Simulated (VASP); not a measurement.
# Al2O3 (P-3m1) in VASP: a series of runs, part 3 of 3

VASP 6.6.1. The steps go on from the part before.

### Step 6. Single point, r2SCAN (strain -0.040 along x and y, +0.040 along z)

POSCAR reads:

```
Al2O3
1.0
    2.8967832423      0.0000000000      0.0000000000
   -1.4483916211      2.5086878770      0.0000000000
    0.0000000000      0.0000000000      7.8776214423
Al O
2 3
Direct
    0.0000000000      0.0000000000      0.2779510000
    0.0000000000      0.0000000000      0.7220490000
    0.3333333333      0.6666666667      0.1994540000
    0.6666666667      0.3333333333      0.8005460000
    0.0000000000      0.0000000000      0.5000000000
```

INCAR.step1 reads:

```
PREC     = Accurate       # precision mode
ENCUT    = 520            # plane-wave cutoff, eV
ISMEAR   = 0              # smearing method
SIGMA    = 0.05           # smearing width, eV
LREAL    = False          # projectors in reciprocal space
LASPH    = True           # aspherical terms in the spheres
NELM     = 100            # most SCF steps
NBANDS   = 20             # bands
GGA      = PE             # functional
ALGO     = Normal         # electronic algorithm
EDIFF    = 1E-4           # SCF threshold, eV
LWAVE    = True           # write WAVECAR
LCHARG   = False          # write CHGCAR
```

INCAR.step2 reads:

```
PREC     = Accurate       # precision mode
ENCUT    = 520            # plane-wave cutoff, eV
EDIFF    = 1E-7           # SCF threshold, eV
ISMEAR   = 0              # smearing method
SIGMA    = 0.05           # smearing width, eV
LREAL    = False          # projectors in reciprocal space
LASPH    = True           # aspherical terms in the spheres
NELM     = 100            # most SCF steps
ALGO     = Normal         # electronic algorithm
ISIF     = 2              # what is computed and relaxed
LWAVE    = False          # write WAVECAR
LCHARG   = True           # write CHGCAR
METAGGA  = R2SCAN         # meta-GGA
LMIXTAU  = True         
LELF     = True           # ELF
LVHAR    = True         
NBANDS   = 20             # bands
ISTART   = 1
```

KPOINTS reads:

```
Automatic mesh
0
Gamma
  12 12 4
```

Potentials or basis: VASP PAW PBE potentials, release 64 (Al, O).

Started as:

```
cat potpaw_PBE.64/Al/POTCAR potpaw_PBE.64/O/POTCAR > POTCAR
cp INCAR.step1 INCAR
mpirun -np 1 vasp_std > vasp.out
cp INCAR.step2 INCAR
mpirun -np 1 vasp_std > vasp.out
```

OUTCAR:

```text
PREC = Accurate
   ENCUT = 520
   EDIFF = 1E-7
   ISMEAR = 0
   LREAL = False
   LASPH = True
   NELM = 100
   ISIF = 2
   METAGGA = R2SCAN
   ISTART = 1

 ion  position               nearest neighbor table
   1  0.000  0.000  0.278-   5 1.75   3 1.78   3 1.78   3 1.78
   2  0.000  0.000  0.722-   5 1.75   4 1.78   4 1.78   4 1.78
   3  0.333  0.667  0.199-   1 1.78   1 1.78   1 1.78
   4  0.667  0.333  0.801-   2 1.78   2 1.78   2 1.78
   5  0.000  0.000  0.500-   1 1.75   2 1.75

  LATTYP: Found a hexagonal cell.
 ALAT       =     2.8967832423
 C/A-ratio  =     2.7194376601

  Lattice vectors:

 A1 = (   2.8967832423,   0.0000000000,   0.0000000000)
 A2 = (  -1.4483916211,   2.5086878770,   0.0000000000)
 A3 = (   0.0000000000,   0.0000000000,   7.8776214423)

Analysis of symmetry for initial positions (statically):
=====================================================================
 Subroutine PRICEL returns:
 Original cell was already a primitive cell.

 Routine SETGRP: Setting up the symmetry group for a
 hexagonal supercell.
[... 173 lines left out ...]

 E-fermi :   5.1134     XC(G=0): -10.3228

 val. band max:        4.7904311213   @ k =   0.0000   0.0000   0.0000
 cond. band min:       7.1055740517   @ k =   0.0000   0.0000   0.0000
 fundamental gap:      2.3151429304
 Fermi energy:         5.1133904036

 k-point     1 :       0.0000    0.0000    0.0000
  band No.  band energies     occupation
      1     -17.5649      2.00000
      2     -17.4521      2.00000
      3     -13.5343      2.00000
      4      -2.3078      2.00000
      5      -1.4261      2.00000
      6      -0.3451      2.00000
[... 541 lines left out ...]
     19      17.4406      0.00000
     20      18.4466      0.00000

 [... further k-points ...]

------------------------ aborting loop because EDIFF is reached ----------------------------------------

  FORCE on cell =-STRESS in cart. coord.  units (eV):
  Direction    XX          YY          ZZ          XY          YZ          ZX
  --------------------------------------------------------------------------------------
  -------------------------------------------------------------------------------------
  Total        4.9663033      4.9663033     -8.7945744      0.0000000      0.0000000      0.0000000
  in kB      138.9908089    138.9908089   -246.1317683      0.0000000      0.0000000      0.0000000
  external PRESSURE =      10.6166165 kB  Pullay stress =       0.0000000 kB

 VOLUME and BASIS-vectors are now :
 -----------------------------------------------------------------------------
  energy-cutoff  :      520.00
  volume of cell :       57.25
      direct lattice vectors                 reciprocal lattice vectors
     2.896783242  0.000000000  0.000000000     0.345210503  0.199307377  0.000000000
    -1.448391621  2.508687877  0.000000000     0.000000000  0.398614754  0.000000000
     0.000000000  0.000000000  7.877621442     0.000000000  0.000000000  0.126941870

 POSITION                                       TOTAL-FORCE (eV/Angst)
 -----------------------------------------------------------------------------------
      0.00000      0.00000      2.18959        -0.000000      0.000000      2.445274
      0.00000      0.00000      5.68803         0.000000     -0.000000     -2.445274
     -0.00000      1.67246      1.57122         0.000000     -0.000000      0.031478
      1.44839      0.83623      6.30640        -0.000000      0.000000     -0.031478
      0.00000      0.00000      3.93881        -0.000000      0.000000      0.000000
 -----------------------------------------------------------------------------------
    total drift:                                0.000000      0.000000     -0.000000

  FREE ENERGIE OF THE ION-ELECTRON SYSTEM (eV)
  ---------------------------------------------------
  free  energy   TOTEN  =       -46.2801949699 eV

  energy  without entropy=      -46.2801949699  energy(sigma->0) =      -46.28019497
```

It took 4.5 min on 1 thread of Intel Xeon Platinum 8375C at 2.90GHz (Ice Lake), shared host; peak memory 0.22 GiB.

What came out:

| Property | Result |
| --- | --- |
| Free energy | -46.2802 eV |
| Pressure | 1.1 GPa |
| Largest force | 2.445 eV/Å |
| Band gap on the k mesh | 2.32 eV |

Forces on the atoms (eV/Å):
```
Al   0.000  0.000  2.445
Al   0.000  0.000 -2.445
O    0.000  0.000  0.031
O    0.000  0.000 -0.031
O    0.000  0.000  0.000
```

Caveat: the cell differs from its parent crystal (strain -0.040 along x and y, +0.040 along z); the PAW data sets were made with another functional, which shifts forces and pressure a little.

### Step 7. Summary

| cell | gap on the mesh (eV) | pressure (GPa) | largest force (eV/Å) |
| --- | --- | --- | --- |
| a = 2.897, b = 2.897, c = 7.272 Å, angles 90.0, 90.0, 120.0°, 5 atoms | 3.89 | 19.4 | 1.27 |
| a = 2.776, b = 2.776, c = 8.181 Å, angles 90.0, 90.0, 120.0°, 5 atoms | 1.51 | 13.6 | 4.57 |
| a = 3.017, b = 3.017, c = 6.969 Å, angles 90.0, 90.0, 120.0°, 5 atoms | 4.44 | 15.5 | 5.38 |
| a = 2.897, b = 2.897, c = 7.575 Å, angles 90.0, 90.0, 120.0°, 5 atoms | 3.09 | 8.8 | 0.97 |
| a = 2.897, b = 2.897, c = 7.878 Å, angles 90.0, 90.0, 120.0°, 5 atoms | 2.32 | 1.1 | 2.45 |

Alike in all rows: task single point; level r2SCAN; potentials or basis VASP PAW PBE potentials, release 64 (Al, O); no spin polarisation; k mesh 12 × 12 × 4; cutoff (eV) 520; smearing gaussian 0.05 eV.

Caveats: the PAW data sets were made with another functional, which shifts forces and pressure a little; the cell stands under pressure (at least some runs).

Total energies depend on the potentials used, so only differences within one code and one set of settings carry meaning.
